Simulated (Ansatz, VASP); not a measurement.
## Two plane-wave programs on LiF

```
CELL_PARAMETERS angstrom
0.00000 2.03422 2.03422
2.03422 0.00000 2.03422
2.03422 2.03422 0.00000
ATOMIC_POSITIONS crystal
Li 0.50000 0.50000 0.50000
F 0.00000 0.00000 0.00000
```

Alike in both runs: functional PBE; k mesh 10 × 10 × 10; occupations gaussian, width 0.02 eV; no spin polarisation.

Ansatz relaxed the structure, and its values are those at the end. VASP's run is a single point on that final structure, the one shown.

|  | VASP | Ansatz |
| --- | --- | --- |
| version | VASP 6.6.1 | Ansatz 0.2.0 |
| potentials or method | VASP PAW PBE potentials, release 64 (Li_sv, F), cutoff 520 eV | scalar-relativistic, plane waves, PAW |
| valence electrons in the cell | 10 | 10 |

```csv
,VASP,Ansatz,Ansatz less VASP
gap on the k mesh at the Fermi level (eV),8.83,8.83,+0.002
least direct gap on the mesh (eV),8.83,8.83,+0.002
```

Noted on VASP's run: the cutoff is short for stress, so the pressure is rough.
